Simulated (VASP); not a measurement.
# BiTe (I4/mmm) in VASP: notebook

The runs below take BiTe through single point, with r2SCAN.

Everything below comes from runs of VASP 6.6.1. Logs are shortened: lines on timing, memory, paths and dates and some standing lists are left out, and cuts for length are marked.

### 1 The cell of the first run

Symmetry: I4/mmm, No. 139, tetragonal system. The conventional cell has a = 4.392 Å, b = 4.392 Å, c = 6.470 Å, α = 90.00°, β = 90.00°, γ = 90.00°. Bi (site symmetry 4/mmm) has 6 Te at 3.11 to 3.23 Å within 4.1 Å. Te (site symmetry 4/mmm) has 6 Bi at 3.11 to 3.23 Å within 4.1 Å.

### 2 Single point, r2SCAN (strain -0.0400 x Voigt [1, 1, 0, 0, 0, 0])

Input file POSCAR:

```
BiTe
1.0
    0.0000000000      3.1056000000      3.2350000000
    3.1056000000      0.0000000000      3.2350000000
    3.1056000000      3.1056000000      0.0000000000
Bi Te
1 1
Direct
    0.0000000000      0.0000000000      0.0000000000
    0.5000000000      0.5000000000      0.5000000000
```

Input file INCAR.step1:

```
SYSTEM = BiTe
  PREC = Accurate
  ENCUT = 520
  ISMEAR = 0
  SIGMA = 0.15
  LREAL = .FALSE.
  LASPH = .TRUE.
  NELM = 100
  NBANDS = 18
  GGA = PE
  ALGO = Normal
  EDIFF = 1E-4
  LWAVE = .TRUE.
  LCHARG = .FALSE.
```

Input file INCAR.step2:

```
SYSTEM = BiTe
  PREC = Accurate
  ENCUT = 520
  EDIFF = 1E-6
  ISMEAR = 0
  SIGMA = 0.15
  LREAL = .FALSE.
  LASPH = .TRUE.
  NELM = 100
  ALGO = Normal
  ISIF = 2
  LWAVE = .FALSE.
  LCHARG = .TRUE.
  METAGGA = R2SCAN
  LMIXTAU = .TRUE.
  LELF = .TRUE.
  LVHAR = .TRUE.
  NBANDS = 18
  ISTART = 1
```

Input file KPOINTS:

```
Automatic mesh
0
G
  14 14 14
  0 0 0
```

Potentials or basis: VASP PAW PBE potentials, release 64 (Bi_d, Te).

Run with:

```console
> cat potpaw_PBE.64/Bi_d/POTCAR potpaw_PBE.64/Te/POTCAR > POTCAR
> cp INCAR.step1 INCAR
> mpirun -np 1 vasp_std > vasp.out
> cp INCAR.step2 INCAR
> mpirun -np 1 vasp_std > vasp.out
```

OUTCAR:

```text
SYSTEM = BiTe
   PREC = Accurate
   ENCUT = 520
   EDIFF = 1E-6
   ISMEAR = 0
   LREAL = .FALSE.
   LASPH = .TRUE.
   NELM = 100
   ISIF = 2
   METAGGA = R2SCAN
   ISTART = 1

 ion  position               nearest neighbor table
   1  0.000  0.000  0.000-   2 3.11   2 3.11   2 3.11   2 3.11   2 3.23   2 3.23
   2  0.500  0.500  0.500-   1 3.11   1 3.11   1 3.11   1 3.11   1 3.23   1 3.23

  LATTYP: Found a body centered tetragonal cell.
 ALAT       =     4.3919816393
 C/A-ratio  =     1.4731391275

  Lattice vectors:

 A1 = (  -3.1056000000,   0.0000000000,   3.2350000000)
 A2 = (   3.1056000000,   0.0000000000,   3.2350000000)
 A3 = (   0.0000000000,   3.1056000000,  -3.2350000000)

Analysis of symmetry for initial positions (statically):
=====================================================================
 Subroutine PRICEL returns:
 Original cell was already a primitive cell.

 Routine SETGRP: Setting up the symmetry group for a
 body centered tetragonal supercell.

 Subroutine GETGRP returns: Found 16 space group operations
 (whereof 16 operations were pure point group operations)
 out of a pool of 16 trial point group operations.

The static configuration has the point symmetry D_4h.

Analysis of symmetry for dynamics (positions and initial velocities):
=====================================================================
 Subroutine PRICEL returns:
 Original cell was already a primitive cell.

 Routine SETGRP: Setting up the symmetry group for a
 body centered tetragonal supercell.

 Subroutine GETGRP returns: Found 16 space group operations
 (whereof 16 operations were pure point group operations)
 out of a pool of 16 trial point group operations.

The dynamic configuration has the point symmetry D_4h.

 Subroutine INISYM returns: Found 16 space group operations
 (whereof 16 operations are pure point group operations),
 and found     1 'primitive' translations

----------------------------------------------------------------------------------------

                                     Primitive cell

  volume of cell :      62.4015

  direct lattice vectors                    reciprocal lattice vectors
     0.000000000  3.105600000  3.235000000    -0.160999485  0.160999485  0.154559505
     3.105600000  0.000000000  3.235000000     0.160999485 -0.160999485  0.154559505
     3.105600000  3.105600000  0.000000000     0.160999485  0.160999485 -0.154559505

  length of vectors
     4.484414829  4.484414829  4.391981639     0.275191404  0.275191404  0.275191404

  position of ions in fractional coordinates (direct lattice)
     0.000000000  0.000000000  0.000000000
     0.500000000  0.500000000  0.500000000

  ion indices of the primitive-cell ions
   primitive index   ion index
                 1           1
                 2           2

----------------------------------------------------------------------------------------

 KPOINTS: Automatic mesh

Automatic generation of k-mesh.
 Grid dimensions read from file:
 generate k-points for:   14   14   14

 Generating k-lattice:

  Cartesian coordinates                     Fractional coordinates (reciprocal lattice)
    -0.011499963  0.011499963  0.011039965     0.071428571  0.000000000  0.000000000
     0.011499963 -0.011499963  0.011039965     0.000000000  0.071428571  0.000000000
     0.011499963  0.011499963 -0.011039965     0.000000000  0.000000000  0.071428571

  Length of vectors
     0.019656529  0.019656529  0.019656529

  Shift w.r.t. Gamma in fractional coordinates (k-lattice)
     0.000000000  0.000000000  0.000000000

 Subroutine IBZKPT returns following result:
 ===========================================

 Found    244 irreducible k-points:

 Following reciprocal coordinates:
            Coordinates               Weight
  0.000000  0.000000  0.000000      1.000000
  0.071429  0.000000  0.000000      8.000000
  0.142857  0.000000  0.000000      8.000000
  0.214286  0.000000  0.000000      8.000000
  0.285714  0.000000  0.000000      8.000000
  0.357143 -0.000000  0.000000      8.000000
[... 16 lines left out ...]
  0.214286  0.142857  0.000000      8.000000
  0.285714  0.142857  0.000000      8.000000
 [... further k-points ...]
   k-points           NKPTS =    244   k-points in BZ     NKDIM =    244   number of bands    NBANDS=     18
   number of dos      NEDOS =    301   number of ions     NIONS =      2
   total plane-waves  NPLWV =  46656
   dimension x,y,z NGX =    36 NGY =   36 NGZ =   36
   dimension x,y,z NGXF=    72 NGYF=   72 NGZF=   72
   ions per type =               1   1
   NGX,Y,Z   is equivalent  to a cutoff of  13.35, 13.35, 13.63 a.u.
   NGXF,Y,Z  is equivalent  to a cutoff of  26.69, 26.69, 27.25 a.u.
 SYSTEM =  BiTe
   PREC   = accura    normal or accurate (medium, high low for compatibility)
   ISTART =      1    job   : 0-new  1-cont  2-samecut
   ICHARG =      0    charge: 1-file 2-atom 10-const
   ISPIN  =      1    spin polarized calculation?
   LNONCOLLINEAR =      F non collinear calculations
   LSORBIT =      F    spin-orbit coupling
   LASPH  =      T    aspherical Exc in radial PAW
   ENCUT  =  520.0 eV  38.22 Ry    6.18 a.u.   8.34  8.34  8.17*2*pi/ulx,y,z
   NELM   =    100;   NELMIN=  2; NELMDL=  0     # of ELM steps
   EDIFF  = 0.1E-05   stopping-criterion for ELM
   LREAL  =      F    real-space projection
   EDIFFG = 0.1E-04   stopping-criterion for IOM
   NSW    =      0    number of steps for IOM
   IBRION =     -1    ionic relax: 0-MD 1-quasi-New 2-CG
   NFREE  =      0    steps in history (QN), initial steepest desc. (CG)
   ISIF   =      2    stress and relaxation
   ISYM   =      2    0-nonsym 1-usesym 2-fastsym
   POTIM  = 0.5000    time-step for ionic-motion
   TEBEG  =    0.0;   TEEND  =   0.0 temperature during run
   PSTRESS=    0.0 pullay stress
   NELECT =      21.0000    total number of electrons
   NUPDOWN=      -1.0000    fix difference up-down
   EMIN   =  10.00;   EMAX   =-10.00  energy-range for DOS
   EFERMI =   0.00;   METHOD = LEGACY
   ISMEAR =     0;   SIGMA  =   0.15  broadening in eV -4-tet -1-fermi 0-gaus
   EFERMI_NEDOS =   21; number of points for ismear=-14 and -15
   IALGO  =     38    algorithm
   IMIX   =      4    mixing-type and parameters
     AMIX     =   0.40;   BMIX     =  1.00
     AMIX_MAG =   1.60;   BMIX_MAG =  1.00
  volume/ion in A,a.u.               =      31.20       210.55
  Fermi-wavevector in a.u.,A,eV,Ry     =   1.138718  2.151865 17.642382  1.296679
  Thomas-Fermi vector in A             =   2.275422
   LORBIT       =      0    0 simple, 1 ext, 2 COOP (PROOUT), +10 PAW based schemes
   METAGGA = R2SCAN    functional components
   LHFCALC =     F    Hartree Fock is set to
   AEXX    =    0.0000 exact exchange contribution
   IVDW    =     0    specifies the selected vdW correction
   LEPSILON=     F    determine dielectric tensor
   LRPA    =     F    only Hartree local field effects (RPA)
 non-spin polarized calculation
 Gauss-broadening in eV      SIGMA  =   0.15
  energy-cutoff  :      520.00
  volume of cell :       62.40
 maximum number of plane-waves:      1721
 NGX is ok and might be reduce to    36
   NGX = 17   NGY = 17   NGZ = 17

 number of electron      21.0000001 magnetization

 Free energy of the ion-electron system (eV)
  ---------------------------------------------------
  ext. energy  EPLUGINS =         0.00000000
  ---------------------------------------------------
  free energy    TOTEN  =       -83.93385836 eV

  energy without entropy =      -83.92076067  energy(sigma->0) =      -83.92730952

 E-fermi :   7.6575     XC(G=0): -10.3968

 val. band max:        7.6441496875   @ k =  -0.1429   0.0714   0.2143
 cond. band min:       7.6595853664   @ k =  -0.3571   0.2143   0.1429
 fundamental gap:      0.0154356789
 Fermi energy:         7.6575048718

 k-point     1 :       0.0000    0.0000    0.0000
  band No.  band energies     occupation
      1     -16.3385      2.00000
      2     -16.3260      2.00000
      3     -16.3007      2.00000
      4     -16.2975      2.00000
      5     -16.2975      2.00000
      6      -7.1592      2.00000
[... 10 lines left out ...]
     17      14.0132      0.00000
     18      14.4612      0.00000

 k-point     2 :       0.0714    0.0000    0.0000
  band No.  band energies     occupation
      1     -16.3389      2.00000
      2     -16.3255      2.00000
      3     -16.3008      2.00000
      4     -16.2973      2.00000
      5     -16.2971      2.00000
      6      -7.1057      2.00000
[... 10 lines left out ...]
     17      14.3124      0.00000
     18      14.8833      0.00000

 k-point     3 :       0.1429    0.0000    0.0000
  band No.  band energies     occupation
      1     -16.3401      2.00000
      2     -16.3245      2.00000
      3     -16.3013      2.00000
      4     -16.2967      2.00000
      5     -16.2960      2.00000
      6      -6.9457      2.00000
[... 10 lines left out ...]
     17      15.0904      0.00000
     18      15.8933      0.00000

 k-point     4 :       0.2143    0.0000    0.0000
  band No.  band energies     occupation
      1     -16.3420      2.00000
      2     -16.3232      2.00000
      3     -16.3020      2.00000
      4     -16.2956      2.00000
      5     -16.2944      2.00000
      6      -6.6809      2.00000
[... 375 lines left out ...]
      4     -16.2948      2.00000
      5     -16.2948      2.00000
      6      -6.9071      2.00000
[... 10 lines left out ...]
     17      15.1708      0.00000
     18      15.4857      0.00000

 k-point    23 :       0.2143    0.1429    0.0000
  band No.  band energies     occupation
      1     -16.3374      2.00000
      2     -16.3268      2.00000
      3     -16.3066      2.00000
      4     -16.2935      2.00000
      5     -16.2933      2.00000
      6      -6.7322      2.00000
[... 10 lines left out ...]
     17      15.6221      0.00000
     18      15.9328      0.00000

 k-point    24 :       0.2857    0.1429    0.0000
  band No.  band energies     occupation
      1     -16.3385      2.00000
      2     -16.3259      2.00000
      3     -16.3081      2.00000
      4     -16.2923      2.00000
      5     -16.2915      2.00000
      6      -6.4572      2.00000
[... 10 lines left out ...]
     17      16.5829      0.00000
     18      16.8261      0.00000

 [... further k-points ...]
[... 5 lines left out ...]
  --------------------------------------------------------------------------------------
  -------------------------------------------------------------------------------------
  Total        2.5969025      2.5969025      0.8358458      0.0000000      0.0000000      0.0000000
  in kB       66.6762112     66.6762112     21.4605776      0.0000000      0.0000000      0.0000000
  external PRESSURE =      51.6043334 kB  Pullay stress =       0.0000000 kB

 VOLUME and BASIS-vectors are now :
 -----------------------------------------------------------------------------
  energy-cutoff  :      520.00
  volume of cell :       62.40
      direct lattice vectors                 reciprocal lattice vectors
     0.000000000  3.105600000  3.235000000    -0.160999485  0.160999485  0.154559505
     3.105600000  0.000000000  3.235000000     0.160999485 -0.160999485  0.154559505
     3.105600000  3.105600000  0.000000000     0.160999485  0.160999485 -0.154559505

 POSITION                                       TOTAL-FORCE (eV/Angst)
 -----------------------------------------------------------------------------------
      0.00000      0.00000      0.00000         0.000000      0.000000      0.000000
      3.10560      3.10560      3.23500         0.000000     -0.000000     -0.000000
 -----------------------------------------------------------------------------------
    total drift:                               -0.000000      0.000000      0.000000

  FREE ENERGIE OF THE ION-ELECTRON SYSTEM (eV)
  ---------------------------------------------------
  free  energy   TOTEN  =       -83.9338583601 eV

  energy  without entropy=      -83.9207606743  energy(sigma->0) =      -83.92730952
```

It took 9.6 min on 1 thread of Intel Xeon 6975P-C (Granite Rapids), shared host; peak memory 0.42 GiB.

What came out:

| Property | Result |
| --- | --- |
| Free energy | -83.9339 eV |
| Pressure | 5.2 GPa |
| Band gap on the k mesh | zero (an odd number of electrons rules out a gap without spin polarisation) |

Stress tensor (GPa, compression positive):
```
6.67 0.00 0.00
0.00 6.67 0.00
0.00 0.00 2.15
```

Levels at points of the mesh, in eV from the Fermi level:
| k point | band 8 | band 9 | band 10 | band 11 | band 12 | band 13 |
| --- | --- | --- | --- | --- | --- | --- |
| (0.00, 0.00, 0.00) | -3.26 | -3.26 | -2.67 | 1.71 | 2.77 | 2.77 |
| (0.50, 0.00, 0.00) | -2.38 | -2.27 | -1.56 | -1.01 | -0.79 | -0.63 |
| (0.50, 0.50, 0.00) | -6.49 | -4.70 | -4.70 | 2.24 | 4.28 | 4.28 |
| (0.50, 0.00, 0.50) | -6.65 | -5.05 | -4.48 | 2.15 | 3.56 | 4.69 |

Caveat: the cell differs from its parent crystal (strain -0.0400 x Voigt [1, 1, 0, 0, 0, 0]); the cell stands under pressure; the PAW data sets were made with another functional, which shifts forces and pressure a little; spin-orbit coupling is left out, which moves the levels of the heavy elements.

### 3 Single point, r2SCAN (strain -0.0200 x Voigt [1, 1, 0, 0, 0, 0])

Input file POSCAR:

```
BiTe
1.0
    0.0000000000      3.1703000000      3.2350000000
    3.1703000000      0.0000000000      3.2350000000
    3.1703000000      3.1703000000      0.0000000000
Bi Te
1 1
Direct
    0.0000000000      0.0000000000      0.0000000000
    0.5000000000      0.5000000000      0.5000000000
```

Input file INCAR.step1:

```
SYSTEM = BiTe
PREC = Accurate
ENCUT = 520
ISMEAR = 0
SIGMA = 0.15
LREAL = .FALSE.
LASPH = .TRUE.
NELM = 80
NBANDS = 18
GGA = PE
ALGO = Normal
EDIFF = 1E-4
LWAVE = .TRUE.
LCHARG = .FALSE.
```

Input file INCAR.step2:

```
SYSTEM = BiTe
PREC = Accurate
ENCUT = 520
EDIFF = 1E-7
ISMEAR = 0
SIGMA = 0.15
LREAL = .FALSE.
LASPH = .TRUE.
NELM = 80
ALGO = Normal
ISIF = 2
LWAVE = .FALSE.
LCHARG = .FALSE.
METAGGA = R2SCAN
LMIXTAU = .TRUE.
NBANDS = 18
ISTART = 1
```

Input file KPOINTS:

```
regular mesh
0
G
  14 14 14
  0 0 0
```

Potentials or basis: VASP PAW PBE potentials, release 64 (Bi_d, Te).

Run with:

```console
> cat potpaw_PBE.64/Bi_d/POTCAR potpaw_PBE.64/Te/POTCAR > POTCAR
> cp INCAR.step1 INCAR
> mpirun -np 1 vasp_std > vasp.out
> cp INCAR.step2 INCAR
> mpirun -np 1 vasp_std > vasp.out
```

Run time: 9.3 min. Hardware: 1 thread of Intel Xeon 6975P-C (Granite Rapids), shared host; peak memory 0.43 GiB.

Results (log left out):

- Free energy: -84.0112 eV
- Pressure: 2.3 GPa
- Band gap on the k mesh: zero (an odd number of electrons rules out a gap without spin polarisation)

Stress tensor (GPa, compression positive):
```
2.87 0.00 0.00
0.00 2.87 0.00
0.00 0.00 1.01
```

Levels at points of the mesh, in eV from the Fermi level:
```csv
k point,band 8,band 9,band 10,band 11,band 12,band 13
"(0.00, 0.00, 0.00)",-3.04,-3.04,-2.75,1.97,2.48,2.48
"(0.50, 0.00, 0.00)",-2.25,-2.21,-1.63,-0.85,-0.75,-0.68
"(0.50, 0.50, 0.00)",-6.23,-4.51,-4.51,2.36,4.00,4.00
"(0.50, 0.00, 0.50)",-6.31,-4.68,-4.40,2.32,3.65,4.19
```

Caveat: the cell differs from its parent crystal (strain -0.0200 x Voigt [1, 1, 0, 0, 0, 0]); the PAW data sets were made with another functional, which shifts forces and pressure a little; spin-orbit coupling is left out, which moves the levels of the heavy elements.
